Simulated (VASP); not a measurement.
# BiTe (R-3m) in VASP: further runs

The runs below take BiTe through single point, with PBEsol.

All numbers are computed with VASP 6.6.1; they aren't measurements. Logs are shortened: lines on timing, memory, paths and dates and some standing lists are left out, and cuts for length are marked.

## (1) The cell of the first run

It takes space group R-3m (No. 166, trigonal). Conventional cell: a = 4.991 Å, b = 4.991 Å, c = 10.101 Å, α = 90.00°, β = 90.00°, γ = 120.00°. Within 4.5 Å of Bi (site symmetry -3m) lie 6 Te at 3.34 Å and 6 Bi at 4.43 Å. Te (site symmetry -3m) has 6 Bi at 3.34 Å and 6 Te at 4.43 Å within 4.5 Å.

## (2) Single point, PBEsol (strain +0.030 along x and y, +0.015 along z)

The input, INCAR:

```
ALGO = Normal ; EDIFF = 1E-6
ENCUT = 520 ; GGA = PS
ISIF = 2 ; ISMEAR = 0
LASPH = T ; LCHARG = T
LELF = T ; LREAL = F
LVHAR = T ; LWAVE = F
NBANDS = 18 ; NELM = 60
PREC = Accurate ; SIGMA = 0.15
```

The input, KPOINTS:

```
k-points
0
Gamma
  12 12 12
```

The input, POSCAR:

```
BiTe
1.0
    2.4953890060      1.4407135143      3.3670513338
   -2.4953890060      1.4407135143      3.3670513338
    0.0000000000     -2.8814270287      3.3670513338
Bi Te
1 1
Direct
    0.5000000000      0.5000000000      0.5000000000
    0.0000000000      0.0000000000      0.0000000000
```

Potentials or basis: VASP PAW PBE potentials, release 64 (Bi_d, Te).

Launch:

```
cat potpaw_PBE.64/Bi_d/POTCAR potpaw_PBE.64/Te/POTCAR > POTCAR
mpirun -np 1 vasp_std > vasp.out
```

OUTCAR:

```text
EDIFF = 1E-6
   ENCUT = 520
   GGA = PS
   ISIF = 2
   ISMEAR = 0
   LASPH = T
   LREAL = F
   NELM = 60
   PREC = Accurate

 ion  position               nearest neighbor table
   1  0.500  0.500  0.500-   2 3.34   2 3.34   2 3.34   2 3.34   2 3.34   2 3.34
   2  0.000  0.000  0.000-   1 3.34   1 3.34   1 3.34   1 3.34   1 3.34   1 3.34

  LATTYP: Found a trigonal (rhomboedric) cell.
 ALAT       =     4.4316651956
 COS(alpha) =     0.3658782860

  Lattice vectors:

 A1 = (   2.4953890060,   1.4407135143,   3.3670513338)
 A2 = (  -2.4953890060,   1.4407135143,   3.3670513338)
 A3 = (   0.0000000000,  -2.8814270287,   3.3670513338)

Analysis of symmetry for initial positions (statically):
=====================================================================
 Subroutine PRICEL returns:
 Original cell was already a primitive cell.

 Routine SETGRP: Setting up the symmetry group for a
 trigonal (rhombohedral) supercell.

 Subroutine GETGRP returns: Found 12 space group operations
 (whereof 12 operations were pure point group operations)
 out of a pool of 12 trial point group operations.

The static configuration has the point symmetry D_3d.

Analysis of symmetry for dynamics (positions and initial velocities):
=====================================================================
 Subroutine PRICEL returns:
 Original cell was already a primitive cell.

 Routine SETGRP: Setting up the symmetry group for a
 trigonal (rhombohedral) supercell.

 Subroutine GETGRP returns: Found 12 space group operations
 (whereof 12 operations were pure point group operations)
 out of a pool of 12 trial point group operations.

The dynamic configuration has the point symmetry D_3d.

 Subroutine INISYM returns: Found 12 space group operations
 (whereof 12 operations are pure point group operations),
 and found     1 'primitive' translations

----------------------------------------------------------------------------------------

                                     Primitive cell

  volume of cell :      72.6301

  direct lattice vectors                    reciprocal lattice vectors
     2.495389006  1.440713514  3.367051334     0.200369561  0.115683420  0.098998590
    -2.495389006  1.440713514  3.367051334    -0.200369561  0.115683420  0.098998590
     0.000000000 -2.881427029  3.367051334     0.000000000 -0.231366840  0.098998590

  length of vectors
     4.431665196  4.431665196  4.431665196     0.251657178  0.251657178  0.251657178

  position of ions in fractional coordinates (direct lattice)
     0.500000000  0.500000000  0.500000000
     0.000000000  0.000000000  0.000000000

  ion indices of the primitive-cell ions
   primitive index   ion index
                 1           1
                 2           2

----------------------------------------------------------------------------------------

 KPOINTS: k-points

Automatic generation of k-mesh.
 Grid dimensions read from file:
 generate k-points for:   12   12   12

 Generating k-lattice:

  Cartesian coordinates                     Fractional coordinates (reciprocal lattice)
     0.016697463  0.009640285  0.008249882     0.083333333  0.000000000  0.000000000
    -0.016697463  0.009640285  0.008249882     0.000000000  0.083333333  0.000000000
     0.000000000 -0.019280570  0.008249882     0.000000000  0.000000000  0.083333333

  Length of vectors
     0.020971432  0.020971432  0.020971432

  Shift w.r.t. Gamma in fractional coordinates (k-lattice)
     0.000000000  0.000000000  0.000000000

 Subroutine IBZKPT returns following result:
 ===========================================

 Found    189 irreducible k-points:

 Following reciprocal coordinates:
            Coordinates               Weight
  0.000000  0.000000  0.000000      1.000000
  0.083333  0.000000  0.000000      6.000000
  0.166667  0.000000  0.000000      6.000000
  0.250000  0.000000  0.000000      6.000000
  0.333333  0.000000  0.000000      6.000000
  0.416667 -0.000000  0.000000      6.000000
[... 16 lines left out ...]
  0.500000  0.166667  0.000000     12.000000
 -0.416667  0.166667 -0.000000     12.000000
 [... further k-points ...]
   k-points           NKPTS =    189   k-points in BZ     NKDIM =    189   number of bands    NBANDS=     18
   number of dos      NEDOS =    301   number of ions     NIONS =      2
   total plane-waves  NPLWV =  46656
   dimension x,y,z NGX =    36 NGY =   36 NGZ =   36
   dimension x,y,z NGXF=    72 NGYF=   72 NGZF=   72
   ions per type =               1   1
   NGX,Y,Z   is equivalent  to a cutoff of  13.50, 13.50, 13.50 a.u.
   NGXF,Y,Z  is equivalent  to a cutoff of  27.01, 27.01, 27.01 a.u.
 SYSTEM =  unknown system
   PREC   = accura    normal or accurate (medium, high low for compatibility)
   ISTART =      0    job   : 0-new  1-cont  2-samecut
   ICHARG =      2    charge: 1-file 2-atom 10-const
   ISPIN  =      1    spin polarized calculation?
   LNONCOLLINEAR =      F non collinear calculations
   LSORBIT =      F    spin-orbit coupling
   LASPH  =      T    aspherical Exc in radial PAW
   ENCUT  =  520.0 eV  38.22 Ry    6.18 a.u.   8.24  8.24  8.24*2*pi/ulx,y,z
   NELM   =     60;   NELMIN=  2; NELMDL= -5     # of ELM steps
   EDIFF  = 0.1E-05   stopping-criterion for ELM
   LREAL  =      F    real-space projection
   EDIFFG = 0.1E-04   stopping-criterion for IOM
   NSW    =      0    number of steps for IOM
   IBRION =     -1    ionic relax: 0-MD 1-quasi-New 2-CG
   NFREE  =      0    steps in history (QN), initial steepest desc. (CG)
   ISIF   =      2    stress and relaxation
   ISYM   =      2    0-nonsym 1-usesym 2-fastsym
   POTIM  = 0.5000    time-step for ionic-motion
   TEBEG  =    0.0;   TEEND  =   0.0 temperature during run
   PSTRESS=    0.0 pullay stress
   NELECT =      21.0000    total number of electrons
   NUPDOWN=      -1.0000    fix difference up-down
   EMIN   =  10.00;   EMAX   =-10.00  energy-range for DOS
   EFERMI =   0.00;   METHOD = LEGACY
   ISMEAR =     0;   SIGMA  =   0.15  broadening in eV -4-tet -1-fermi 0-gaus
   EFERMI_NEDOS =   21; number of points for ismear=-14 and -15
   IALGO  =     38    algorithm
   IMIX   =      4    mixing-type and parameters
     AMIX     =   0.40;   BMIX     =  1.00
     AMIX_MAG =   1.60;   BMIX_MAG =  1.00
  volume/ion in A,a.u.               =      36.32       245.07
  Fermi-wavevector in a.u.,A,eV,Ry     =   1.082536  2.045696 15.944449  1.171884
  Thomas-Fermi vector in A             =   2.218580
   LORBIT       =      0    0 simple, 1 ext, 2 COOP (PROOUT), +10 PAW based schemes
   GGA     = PS    functional components
   LHFCALC =     F    Hartree Fock is set to
   AEXX    =    0.0000 exact exchange contribution
   IVDW    =     0    specifies the selected vdW correction
   LEPSILON=     F    determine dielectric tensor
   LRPA    =     F    only Hartree local field effects (RPA)
 non-spin polarized calculation
 Gauss-broadening in eV      SIGMA  =   0.15
  energy-cutoff  :      520.00
  volume of cell :       72.63
 maximum number of plane-waves:      1996
 NGX is ok and might be reduce to    36
   NGX = 17   NGY = 17   NGZ = 17

 number of electron      20.9999995 magnetization

 Free energy of the ion-electron system (eV)
  ---------------------------------------------------
  ext. energy  EPLUGINS =         0.00000000
  ---------------------------------------------------
  free energy    TOTEN  =        -7.85600635 eV

  energy without entropy =       -7.84025032  energy(sigma->0) =       -7.84812833

 E-fermi :   5.6226     XC(G=0):  -9.3114

 val. band max:        5.6121340231   @ k =  -0.4167   0.1667   0.1667
 cond. band min:       5.6279849390   @ k =   0.3333   0.0833   0.0833
 fundamental gap:      0.0158509159
 Fermi energy:         5.6226116265

 k-point     1 :       0.0000    0.0000    0.0000
  band No.  band energies     occupation
      1     -17.4784      2.00000
      2     -17.4784      2.00000
      3     -17.4669      2.00000
      4     -17.4669      2.00000
      5     -17.4566      2.00000
      6      -7.3565      2.00000
[... 10 lines left out ...]
     17      12.4438      0.00000
     18      12.4994      0.00000

 k-point     2 :       0.0833    0.0000    0.0000
  band No.  band energies     occupation
      1     -17.4783      2.00000
      2     -17.4783      2.00000
      3     -17.4671      2.00000
      4     -17.4665      2.00000
      5     -17.4566      2.00000
      6      -7.3031      2.00000
[... 10 lines left out ...]
     17      12.2088      0.00000
     18      12.7415      0.00000

 k-point     3 :       0.1667    0.0000    0.0000
  band No.  band energies     occupation
      1     -17.4780      2.00000
      2     -17.4779      2.00000
      3     -17.4679      2.00000
      4     -17.4656      2.00000
      5     -17.4563      2.00000
      6      -7.1440      2.00000
[... 10 lines left out ...]
     17      12.6917      0.00000
     18      13.4239      0.00000

 k-point     4 :       0.2500    0.0000    0.0000
  band No.  band energies     occupation
      1     -17.4778      2.00000
      2     -17.4775      2.00000
      3     -17.4688      2.00000
      4     -17.4644      2.00000
      5     -17.4557      2.00000
      6      -6.8825      2.00000
[... 375 lines left out ...]
      4     -17.4617      2.00000
      5     -17.4542      2.00000
      6      -6.2162      2.00000
[... 10 lines left out ...]
     17      14.7216      0.00000
     18      15.0715      0.00000

 k-point    23 :       0.5000    0.1667    0.0000
  band No.  band energies     occupation
      1     -17.4785      2.00000
      2     -17.4769      2.00000
      3     -17.4697      2.00000
      4     -17.4617      2.00000
      5     -17.4538      2.00000
      6      -5.7870      2.00000
[... 10 lines left out ...]
     17      14.9842      0.00000
     18      15.8919      0.00000

 k-point    24 :      -0.4167    0.1667   -0.0000
  band No.  band energies     occupation
      1     -17.4779      2.00000
      2     -17.4771      2.00000
      3     -17.4696      2.00000
      4     -17.4620      2.00000
      5     -17.4541      2.00000
      6      -5.6541      2.00000
[... 10 lines left out ...]
     17      14.4030      0.00000
     18      15.2806      0.00000

 [... further k-points ...]

------------------------ aborting loop because EDIFF is reached ----------------------------------------

  FORCE on cell =-STRESS in cart. coord.  units (eV):
  Direction    XX          YY          ZZ          XY          YZ          ZX
  --------------------------------------------------------------------------------------
  -------------------------------------------------------------------------------------
  Total       -2.6433626     -2.6433626     -1.9650359      0.0000000      0.0000000      0.0000000
  in kB      -58.3109939    -58.3109939    -43.3475139      0.0000000      0.0000000      0.0000000
  external PRESSURE =     -53.3231673 kB  Pullay stress =       0.0000000 kB

 VOLUME and BASIS-vectors are now :
 -----------------------------------------------------------------------------
  energy-cutoff  :      520.00
  volume of cell :       72.63
      direct lattice vectors                 reciprocal lattice vectors
     2.495389006  1.440713514  3.367051334     0.200369561  0.115683420  0.098998590
    -2.495389006  1.440713514  3.367051334    -0.200369561  0.115683420  0.098998590
     0.000000000 -2.881427029  3.367051334     0.000000000 -0.231366840  0.098998590

 POSITION                                       TOTAL-FORCE (eV/Angst)
 -----------------------------------------------------------------------------------
      0.00000     -0.00000      5.05058         0.000000      0.000000     -0.000000
      0.00000      0.00000      0.00000         0.000000     -0.000000      0.000000
 -----------------------------------------------------------------------------------
    total drift:                               -0.000000     -0.000000      0.000000

  FREE ENERGIE OF THE ION-ELECTRON SYSTEM (eV)
  ---------------------------------------------------
  free  energy   TOTEN  =        -7.8560063462 eV

  energy  without entropy=       -7.8402503234  energy(sigma->0) =       -7.84812833
```

Wall time 2.2 min (1 thread of AMD EPYC 9R45 (Zen 5), shared host); peak memory 0.36 GiB.

What came out:

```yaml
Free_energy: -7.8560 eV
Pressure: -5.3 GPa
Band_gap_on_the_k_mesh: zero (an odd number of electrons rules out a gap without spin polarisation)
```

Stress tensor (GPa, compression positive):
```
-5.83  0.00  0.00
 0.00 -5.83  0.00
 0.00  0.00 -4.33
```

Caveat: the cell differs from its parent crystal (strain +0.030 along x and y, +0.015 along z); the cell stands under tension; the PAW data sets were made with another functional, which shifts forces and pressure a little; spin-orbit coupling is left out, which moves the levels of the heavy elements.

## (3) Single point, PBEsol (strain +0.030 along x and y, +0.030 along z)

The input, INCAR:

```
SYSTEM = BiTe
  PREC = Accurate
  ENCUT = 520
  EDIFF = 1E-6
  ISMEAR = 0
  SIGMA = 0.15
  LREAL = .False.
  LASPH = .True.
  NELM = 100
  ALGO = Normal
  ISIF = 2
  LWAVE = .False.
  LCHARG = .False.
  GGA = PS
  NBANDS = 18
```

The input, KPOINTS:

```
Automatic mesh
0
Gamma
  12 12 12
  0 0 0
```

The input, POSCAR:

```
BiTe
1.0
    2.4953890060      1.4407135143      3.4168107131
   -2.4953890060      1.4407135143      3.4168107131
    0.0000000000     -2.8814270287      3.4168107131
Bi Te
1 1
Direct
    0.5000000000      0.5000000000      0.5000000000
    0.0000000000      0.0000000000      0.0000000000
```

Potentials or basis: VASP PAW PBE potentials, release 64 (Bi_d, Te).

Launch:

```
cat potpaw_PBE.64/Bi_d/POTCAR potpaw_PBE.64/Te/POTCAR > POTCAR
mpirun -np 1 vasp_std > vasp.out
```

Run time: 2.2 min. Hardware: 1 thread of AMD EPYC 9R45 (Zen 5), shared host; peak memory 0.36 GiB.

Results (log left out):

- Free energy: -7.8260 eV
- Pressure: -5.6 GPa
- Band gap on the k mesh: zero (an odd number of electrons rules out a gap without spin polarisation)

Stress tensor (GPa, compression positive):
```
-6.08  0.00  0.00
 0.00 -6.08  0.00
 0.00  0.00 -4.75
```

Levels at points of the mesh, in eV from the Fermi level:
| k point | band 8 | band 9 | band 10 | band 11 | band 12 | band 13 |
| --- | --- | --- | --- | --- | --- | --- |
| (0.00, 0.00, 0.00) | -2.62 | -2.62 | -1.44 | 1.70 | 2.29 | 2.29 |
| (0.50, 0.00, 0.00) | -1.72 | -1.66 | -1.02 | -0.91 | -0.48 | 0.27 |
| (0.50, 0.50, 0.00) | -5.03 | -4.02 | -2.95 | 2.65 | 2.74 | 3.22 |
| (0.50, 0.50, 0.50) | -2.10 | -2.10 | -2.09 | -1.43 | -1.07 | -1.07 |

Caveat: the cell differs from its parent crystal (strain +0.030 along x and y, +0.030 along z); the cell stands under tension; the PAW data sets were made with another functional, which shifts forces and pressure a little; spin-orbit coupling is left out, which moves the levels of the heavy elements.
